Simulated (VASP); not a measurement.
# Cs (Pm-3n) in VASP: further runs

The runs below take Cs through single point, relaxation of cell and atoms, with RPBE.

Program: VASP 6.6.1. These are calculated values, not measurements. Logs are shortened: lines on timing, memory, paths and dates and some standing lists are left out, and cuts for length are marked.

### Step 1. The cell of the first run

Symmetry: Pm-3n, No. 223, cubic system. The conventional cell has a = 10.194 Å, b = 10.194 Å, c = 10.194 Å, α = 90.00°, β = 90.00°, γ = 90.00°.

### Step 2. Single point, RPBE

Contents of INCAR:

```
ALGO = Normal
EDIFF = 1E-7
ENCUT = 520
GGA = RP
ISIF = 2
ISMEAR = -1
LASPH = True
LCHARG = False
LREAL = False
LWAVE = False
NBANDS = 46
NELM = 60
PREC = Accurate
SIGMA = 0.1
```

Contents of KPOINTS:

```
k-points
0
Gamma
  4 4 4
```

Contents of POSCAR:

```
Cs
1.0
   10.1938221072      0.0000000000      0.0000000000
    0.0000000000     10.1938221072      0.0000000000
    0.0000000000      0.0000000000     10.1938221072
Cs
8
Direct
    0.0000000000      1.0000000000      1.0000000000
    0.5000000000      0.5000000000      0.5000000000
    0.2500000000      1.0000000000      0.5000000000
    0.7500000000      1.0000000000      0.5000000000
    0.5000000000      0.2500000000      0.0000000000
    0.5000000000      0.7500000000      1.0000000000
    1.0000000000      0.5000000000      0.2500000000
    1.0000000000      0.5000000000      0.7500000000
```

Potentials or basis: VASP PAW PBE potentials, release 64 (Cs_sv).

Command:

```sh
$ cat potpaw_PBE.64/Cs_sv/POTCAR > POTCAR
$ mpirun -np 1 vasp_std > vasp.out
```

OUTCAR:

```text
EDIFF = 1E-7
   ENCUT = 520
   GGA = RP
   ISIF = 2
   ISMEAR = -1
   LASPH = True
   LREAL = False
   NELM = 60
   PREC = Accurate

 ion  position               nearest neighbor table
   1  0.000  0.000  0.000-
   2  0.500  0.500  0.500-
   3  0.250  0.000  0.500-
   4  0.750  0.000  0.500-
   5  0.500  0.250  0.000-
   6  0.500  0.750  0.000-
   7  0.000  0.500  0.250-
   8  0.000  0.500  0.750-

  LATTYP: Found a simple cubic cell.
 ALAT       =    10.1938221072

  Lattice vectors:

 A1 = (  10.1938221072,   0.0000000000,   0.0000000000)
 A2 = (   0.0000000000,  10.1938221072,   0.0000000000)
 A3 = (   0.0000000000,   0.0000000000,  10.1938221072)

Analysis of symmetry for initial positions (statically):
=====================================================================
 Subroutine PRICEL returns:
 Original cell was already a primitive cell.

 Routine SETGRP: Setting up the symmetry group for a
 simple cubic supercell.

 Subroutine GETGRP returns: Found 48 space group operations
 (whereof 24 operations were pure point group operations)
 out of a pool of 48 trial point group operations.

The static configuration has the point symmetry T_h .
 The point group associated with its full space group is O_h .

Analysis of symmetry for dynamics (positions and initial velocities):
=====================================================================
 Subroutine PRICEL returns:
 Original cell was already a primitive cell.

 Routine SETGRP: Setting up the symmetry group for a
 simple cubic supercell.

 Subroutine GETGRP returns: Found 48 space group operations
 (whereof 24 operations were pure point group operations)
 out of a pool of 48 trial point group operations.

The dynamic configuration has the point symmetry T_h .
 The point group associated with its full space group is O_h .

 Subroutine INISYM returns: Found 48 space group operations
 (whereof 24 operations are pure point group operations),
 and found     1 'primitive' translations

----------------------------------------------------------------------------------------

                                     Primitive cell

  volume of cell :    1059.2809

  direct lattice vectors                    reciprocal lattice vectors
    10.193822107  0.000000000  0.000000000     0.098098632  0.000000000  0.000000000
     0.000000000 10.193822107  0.000000000     0.000000000  0.098098632  0.000000000
     0.000000000  0.000000000 10.193822107     0.000000000  0.000000000  0.098098632

  length of vectors
    10.193822107 10.193822107 10.193822107     0.098098632  0.098098632  0.098098632

  position of ions in fractional coordinates (direct lattice)
     0.000000000  0.000000000  0.000000000
     0.500000000  0.500000000  0.500000000
     0.250000000  0.000000000  0.500000000
     0.750000000  0.000000000  0.500000000
     0.500000000  0.250000000  0.000000000
     0.500000000  0.750000000  0.000000000
     0.000000000  0.500000000  0.250000000
     0.000000000  0.500000000  0.750000000

  ion indices of the primitive-cell ions
   primitive index   ion index
                 1           1
                 2           2
                 3           3
                 4           4
                 5           5
                 6           6
                 7           7
                 8           8

----------------------------------------------------------------------------------------

 KPOINTS: k-points

Automatic generation of k-mesh.
 Grid dimensions read from file:
 generate k-points for:    4    4    4

 Generating k-lattice:

  Cartesian coordinates                     Fractional coordinates (reciprocal lattice)
     0.024524658  0.000000000  0.000000000     0.250000000  0.000000000  0.000000000
     0.000000000  0.024524658  0.000000000     0.000000000  0.250000000  0.000000000
     0.000000000  0.000000000  0.024524658     0.000000000  0.000000000  0.250000000

  Length of vectors
     0.024524658  0.024524658  0.024524658

  Shift w.r.t. Gamma in fractional coordinates (k-lattice)
     0.000000000  0.000000000  0.000000000

 Subroutine IBZKPT returns following result:
 ===========================================

 Found     10 irreducible k-points:

 Following reciprocal coordinates:
            Coordinates               Weight
  0.000000  0.000000  0.000000      1.000000
  0.250000  0.000000  0.000000      6.000000
  0.500000  0.000000  0.000000      3.000000
  0.250000  0.250000  0.000000     12.000000
  0.500000  0.250000  0.000000     12.000000
  0.500000  0.500000  0.000000      3.000000
  0.250000  0.250000  0.250000      8.000000
  0.500000  0.250000  0.250000     12.000000
  0.500000  0.500000  0.250000      6.000000
  0.500000  0.500000  0.500000      1.000000
   k-points           NKPTS =     10   k-points in BZ     NKDIM =     10   number of bands    NBANDS=     46
   number of dos      NEDOS =    301   number of ions     NIONS =      8
   total plane-waves  NPLWV = 512000
   dimension x,y,z NGX =    80 NGY =   80 NGZ =   80
   dimension x,y,z NGXF=   160 NGYF=  160 NGZF=  160
   ions per type =               8
   NGX,Y,Z   is equivalent  to a cutoff of  13.05, 13.05, 13.05 a.u.
   NGXF,Y,Z  is equivalent  to a cutoff of  26.09, 26.09, 26.09 a.u.
 SYSTEM =  unknown system
   PREC   = accura    normal or accurate (medium, high low for compatibility)
   ISTART =      0    job   : 0-new  1-cont  2-samecut
   ICHARG =      2    charge: 1-file 2-atom 10-const
   ISPIN  =      1    spin polarized calculation?
   LNONCOLLINEAR =      F non collinear calculations
   LSORBIT =      F    spin-orbit coupling
   LASPH  =      T    aspherical Exc in radial PAW
   ENCUT  =  520.0 eV  38.22 Ry    6.18 a.u.  18.95 18.95 18.95*2*pi/ulx,y,z
   NELM   =     60;   NELMIN=  2; NELMDL= -5     # of ELM steps
   EDIFF  = 0.1E-06   stopping-criterion for ELM
   LREAL  =      F    real-space projection
   EDIFFG = 0.1E-05   stopping-criterion for IOM
   NSW    =      0    number of steps for IOM
   IBRION =     -1    ionic relax: 0-MD 1-quasi-New 2-CG
   NFREE  =      0    steps in history (QN), initial steepest desc. (CG)
   ISIF   =      2    stress and relaxation
   ISYM   =      2    0-nonsym 1-usesym 2-fastsym
   POTIM  = 0.5000    time-step for ionic-motion
   TEBEG  =    0.0;   TEEND  =   0.0 temperature during run
   PSTRESS=    0.0 pullay stress
   NELECT =      72.0000    total number of electrons
   NUPDOWN=      -1.0000    fix difference up-down
   EMIN   =  10.00;   EMAX   =-10.00  energy-range for DOS
   EFERMI =   0.00;   METHOD = LEGACY
   ISMEAR =    -1;   SIGMA  =   0.10  broadening in eV -4-tet -1-fermi 0-gaus
   EFERMI_NEDOS =   21; number of points for ismear=-14 and -15
   IALGO  =     38    algorithm
   IMIX   =      4    mixing-type and parameters
     AMIX     =   0.40;   BMIX     =  1.00
     AMIX_MAG =   1.60;   BMIX_MAG =  1.00
  volume/ion in A,a.u.               =     132.41       893.55
  Fermi-wavevector in a.u.,A,eV,Ry     =   0.668111  1.262547  6.073264  0.446372
  Thomas-Fermi vector in A             =   1.742923
   LORBIT       =      0    0 simple, 1 ext, 2 COOP (PROOUT), +10 PAW based schemes
   GGA     = RP    functional components
   LHFCALC =     F    Hartree Fock is set to
   AEXX    =    0.0000 exact exchange contribution
   IVDW    =     0    specifies the selected vdW correction
   LEPSILON=     F    determine dielectric tensor
   LRPA    =     F    only Hartree local field effects (RPA)
 non-spin polarized calculation
  energy-cutoff  :      520.00
  volume of cell :     1059.28
 maximum number of plane-waves:     28576
 NGX is ok and might be reduce to    80
   NGX = 37   NGY = 37   NGZ = 37

 number of electron      72.0000019 magnetization

 Free energy of the ion-electron system (eV)
  ---------------------------------------------------
  ext. energy  EPLUGINS =         0.00000000
  ---------------------------------------------------
  free energy    TOTEN  =        -5.99930767 eV

  energy without entropy =       -5.68228896  energy(sigma->0) =       -5.84079832

 E-fermi :   0.2557     XC(G=0):  -4.9333

 val. band max:        0.2101312677   @ k =   0.0000   0.0000   0.0000
 cond. band min:       0.2710303745   @ k =   0.2500   0.0000   0.0000
 fundamental gap:      0.0608991068
 Fermi energy:         0.2557094665

 k-point     1 :       0.0000    0.0000    0.0000
  band No.  band energies     occupation
      1     -23.7477      2.00000
      2     -23.7464      2.00000
      3     -23.7464      2.00000
      4     -23.7421      2.00000
      5     -23.7416      2.00000
      6     -23.7416      2.00000
[... 38 lines left out ...]
     45       1.1930      0.00017
     46       1.3173      0.00005

 k-point     2 :       0.2500    0.0000    0.0000
  band No.  band energies     occupation
      1     -23.7473      2.00000
      2     -23.7465      2.00000
      3     -23.7458      2.00000
      4     -23.7426      2.00000
      5     -23.7418      2.00000
      6     -23.7416      2.00000
[... 38 lines left out ...]
     45       1.3035      0.00006
     46       1.3035      0.00006

 k-point     3 :       0.5000    0.0000    0.0000
  band No.  band energies     occupation
      1     -23.7468      2.00000
      2     -23.7468      2.00000
      3     -23.7442      2.00000
      4     -23.7442      2.00000
      5     -23.7418      2.00000
      6     -23.7418      2.00000
[... 38 lines left out ...]
     45       1.3785      0.00003
     46       1.3787      0.00003

 k-point     4 :       0.2500    0.2500    0.0000
  band No.  band energies     occupation
      1     -23.7470      2.00000
      2     -23.7461      2.00000
      3     -23.7457      2.00000
      4     -23.7426      2.00000
      5     -23.7424      2.00000
      6     -23.7417      2.00000
[... 38 lines left out ...]
     45       1.3484      0.00004
     46       1.3749      0.00003

 k-point     5 :       0.5000    0.2500    0.0000
  band No.  band energies     occupation
      1     -23.7467      2.00000
      2     -23.7461      2.00000
      3     -23.7443      2.00000
      4     -23.7442      2.00000
      5     -23.7425      2.00000
      6     -23.7418      2.00000
[... 38 lines left out ...]
     45       1.3455      0.00004
     46       1.3561      0.00003

 k-point     6 :       0.5000    0.5000    0.0000
  band No.  band energies     occupation
      1     -23.7466      2.00000
      2     -23.7443      2.00000
      3     -23.7443      2.00000
      4     -23.7443      2.00000
      5     -23.7439      2.00000
      6     -23.7418      2.00000
[... 38 lines left out ...]
     45       1.5472      0.00000
     46       1.5690      0.00000

 k-point     7 :       0.2500    0.2500    0.2500
  band No.  band energies     occupation
      1     -23.7465      2.00000
      2     -23.7458      2.00000
      3     -23.7458      2.00000
      4     -23.7427      2.00000
      5     -23.7423      2.00000
      6     -23.7423      2.00000
[... 38 lines left out ...]
     45       1.3804      0.00003
     46       1.5029      0.00001

 k-point     8 :       0.5000    0.2500    0.2500
  band No.  band energies     occupation
      1     -23.7460      2.00000
      2     -23.7460      2.00000
      3     -23.7442      2.00000
      4     -23.7442      2.00000
      5     -23.7424      2.00000
      6     -23.7424      2.00000
[... 38 lines left out ...]
     45       1.5170      0.00001
     46       1.5196      0.00001

 k-point     9 :       0.5000    0.5000    0.2500
  band No.  band energies     occupation
      1     -23.7459      2.00000
      2     -23.7443      2.00000
      3     -23.7442      2.00000
      4     -23.7442      2.00000
      5     -23.7439      2.00000
      6     -23.7423      2.00000
[... 38 lines left out ...]
     45       1.5728      0.00000
     46       1.5732      0.00000

 k-point    10 :       0.5000    0.5000    0.5000
  band No.  band energies     occupation
      1     -23.7441      2.00000
      2     -23.7441      2.00000
      3     -23.7441      2.00000
      4     -23.7441      2.00000
      5     -23.7441      2.00000
      6     -23.7441      2.00000
[... 38 lines left out ...]
     45       1.7141      0.00000
     46       1.7141      0.00000

------------------------ aborting loop because EDIFF is reached ----------------------------------------

  FORCE on cell =-STRESS in cart. coord.  units (eV):
  Direction    XX          YY          ZZ          XY          YZ          ZX
  --------------------------------------------------------------------------------------
  -------------------------------------------------------------------------------------
  Total        0.0435631      0.0435631      0.0435631     -0.0000000     -0.0000000     -0.0000000
  in kB        0.0658897      0.0658897      0.0658897     -0.0000000     -0.0000000     -0.0000000
  external PRESSURE =       0.0658897 kB  Pullay stress =       0.0000000 kB

 VOLUME and BASIS-vectors are now :
 -----------------------------------------------------------------------------
  energy-cutoff  :      520.00
  volume of cell :     1059.28
      direct lattice vectors                 reciprocal lattice vectors
    10.193822107  0.000000000  0.000000000     0.098098632  0.000000000  0.000000000
     0.000000000 10.193822107  0.000000000     0.000000000  0.098098632  0.000000000
     0.000000000  0.000000000 10.193822107     0.000000000  0.000000000  0.098098632

 POSITION                                       TOTAL-FORCE (eV/Angst)
 -----------------------------------------------------------------------------------
      0.00000      0.00000      0.00000         0.000000      0.000000      0.000000
      5.09691      5.09691      5.09691         0.000000      0.000000      0.000000
      2.54846      0.00000      5.09691        -0.000000     -0.000000      0.000000
      7.64537      0.00000      5.09691         0.000000      0.000000     -0.000000
      5.09691      2.54846      0.00000        -0.000000     -0.000000      0.000000
      5.09691      7.64537      0.00000         0.000000      0.000000     -0.000000
      0.00000      5.09691      2.54846        -0.000000     -0.000000      0.000000
      0.00000      5.09691      7.64537         0.000000      0.000000      0.000000
 -----------------------------------------------------------------------------------
    total drift:                                0.000000     -0.000000      0.000000

  FREE ENERGIE OF THE ION-ELECTRON SYSTEM (eV)
  ---------------------------------------------------
  free  energy   TOTEN  =        -5.9993076708 eV

  energy  without entropy=       -5.6822889596  energy(sigma->0) =       -5.84079832
```

It took 14 min on 1 thread of Intel Xeon Platinum 8488C (Sapphire Rapids), shared host; peak memory 1.1 GiB.

What came out:

* Free energy: -5.9993 eV
* Pressure: 0.0 GPa
* Band gap on the k mesh: zero (bands 36 and 37 overlap by 0.43 eV)

Levels at points of the mesh, in eV from the Fermi level:
```tsv
k point	band 34	band 35	band 36	band 37	band 38	band 39
(0.00, 0.00, 0.00)	-0.09	-0.09	-0.05	0.23	0.23	0.23
(0.50, 0.00, 0.00)	-1.07	0.16	0.16	0.30	0.30	0.52
(0.50, 0.50, 0.00)	-0.65	-0.65	-0.64	0.39	0.46	0.46
(0.50, 0.50, 0.50)	-0.27	-0.26	-0.26	-0.26	-0.26	-0.26
```

Caveat: the PAW data sets were made with another functional, which shifts forces and pressure a little; spin-orbit coupling is left out, which moves the levels of the heavy elements.

### Step 3. Single point, RPBE

Contents of INCAR:

```
PREC = Accurate
ENCUT = 520
EDIFF = 1E-6
ISMEAR = -1
SIGMA = 0.1
LREAL = False
LASPH = True
NELM = 80
ALGO = Normal
ISIF = 2
LWAVE = False
LCHARG = False
GGA = RP
NBANDS = 46
```

Contents of KPOINTS:

```
Automatic mesh
0
Gamma
  3 3 3
```

POSCAR is that of step 2.

Potentials or basis: VASP PAW PBE potentials, release 64 (Cs_sv).

Command:

```sh
$ cat potpaw_PBE.64/Cs_sv/POTCAR > POTCAR
$ mpirun -np 1 vasp_std > vasp.out
```

It took 2.5 min on 1 thread of AMD EPYC 9R45 (Zen 5), shared host; peak memory 0.91 GiB.

It converged, with:

```yaml
Free_energy: -5.9911 eV
Pressure: 0.0 GPa
Band_gap_on_the_k_mesh: zero (bands 36 and 37 overlap by 0.03 eV)
```

Levels at points of the mesh, in eV from the Fermi level:
```csv
k point,band 33,band 34,band 35,band 36,band 37,band 38,band 39,band 40
"(0.00, 0.00, 0.00)",-1.54,-0.10,-0.10,-0.06,0.21,0.21,0.21,0.92
```

Caveat: the PAW data sets were made with another functional, which shifts forces and pressure a little; spin-orbit coupling is left out, which moves the levels of the heavy elements.

### Step 4. Relaxation of cell and atoms, RPBE

This run uses another cell than the first one, of 110.45 Å³/atom.

Contents of INCAR:

```
SYSTEM = Cs
PREC = Accurate
ENCUT = 600
EDIFF = 1E-6
ISMEAR = -1
SIGMA = 0.1
LREAL = .False.
LASPH = .True.
NELM = 60
ALGO = Normal
ISIF = 3
LWAVE = .False.
LCHARG = .False.
GGA = RP
IBRION = 2
NSW = 80
EDIFFG = -0.01
```

Contents of KPOINTS:

```
Automatic mesh
0
Gamma
  3 3 3
  0 0 0
```

Contents of POSCAR:

```
Cs
1.0
    9.5958393591      0.0000000000      0.0000000000
    0.0000000000      9.5958393591      0.0000000000
    0.0000000000      0.0000000000      9.5958393591
Cs
8
Direct
    0.0000000000      0.0000000000      0.0000000000
    0.5000000000      0.5000000000      0.5000000000
    0.2500000000      0.0000000000      0.5000000000
    0.7500000000      0.0000000000      0.5000000000
    0.5000000000      0.2500000000      0.0000000000
    0.5000000000      0.7500000000      0.0000000000
    0.0000000000      0.5000000000      0.2500000000
    0.0000000000      0.5000000000      0.7500000000
```

Command:

```sh
$ cat potpaw_PBE.64/Cs_sv/POTCAR > POTCAR
$ mpirun -np 1 vasp_std > vasp.out
```

It took 7.9 min on 1 thread of AMD EPYC 9R45 (Zen 5), shared host; peak memory 0.98 GiB.

It converged, with:

| Quantity | Value |
| --- | --- |
| Free energy | -5.9857 eV |
| Relaxed volume | 132.42 Å³/atom |
| Relaxed cell | a = 10.194 Å, b = 10.194 Å, c = 10.194 Å, α = 90.00°, β = 90.00°, γ = 90.00° |
| Space group after relaxing (to 0.1 Å) | Pm-3n (No. 223) |
| Energy gained by relaxing | 24.7 meV/atom |
| Ionic steps | 4 |
| Pressure after relaxing | 0.0 GPa |
| Band gap on the k mesh | zero (bands 36 and 37 overlap by 0.03 eV) |

Step by step:
```csv
step,energy change (eV),largest force (eV/Å),pressure (GPa),volume (Å³)
1,0.0000,0.0000,0.40,883.59
2,-0.0783,0.0000,0.30,919.59
3,-0.1931,0.0000,0.05,1033.46
4,-0.1974,0.0000,0.01,1059.33
```

Final structure:
```
Cs
1.0
    10.19397    0.00000    0.00000
     0.00000   10.19397    0.00000
     0.00000    0.00000   10.19397
Cs
8
Cartesian
  10.1940 10.1940 10.1940
  5.0970 5.0970 5.0970
  2.5485 10.1940 5.0970
  7.6455 0.0000 5.0970
  5.0970 2.5485 10.1940
  5.0970 7.6455 0.0000
  10.1940 5.0970 2.5485
  0.0000 5.0970 7.6455
```

Levels at points of the mesh, in eV from the Fermi level:
```tsv
k point	band 32	band 33	band 34	band 35	band 36	band 37	band 38	band 39	band 40	band 41
(0.00, 0.00, 0.00)	-10.78	-1.54	-0.10	-0.10	-0.06	0.21	0.21	0.21	0.92	0.92
```

Caveat: the volume moved by over 15 % at a fixed basis, so the end points are rough; the PAW data sets were made with another functional, which shifts forces and pressure a little; spin-orbit coupling is left out, which moves the levels of the heavy elements.

### Step 5. The runs side by side

| task | cell | k mesh | cutoff (eV) | gap on the mesh (eV) | pressure (GPa) |
| --- | --- | --- | --- | --- | --- |
| single point | a = 10.194 Å, 8 atoms | 4 × 4 × 4 | 520 | none | 0.0 |
| single point | a = 10.194 Å, 8 atoms | 3 × 3 × 3 | 520 | none | 0.0 |
| relaxation of cell and atoms | relaxed from a = 9.596 Å, 8 atoms | 3 × 3 × 3 | 600 | none | 0.0 |

Alike in all rows: level RPBE; potentials or basis VASP PAW PBE potentials, release 64 (Cs_sv); no spin polarisation; smearing fermi-dirac 0.1 eV.

Caveats: the PAW data sets were made with another functional, which shifts forces and pressure a little; spin-orbit coupling is left out, which moves the levels of the heavy elements; the volume moved by over 15 % at a fixed basis, so the end points are rough (at least some runs).

Total energies depend on the potentials used, so only differences within one code and one set of settings carry meaning.

The gap in the log of VASP goes by the Fermi energy; the results here count the filled bands.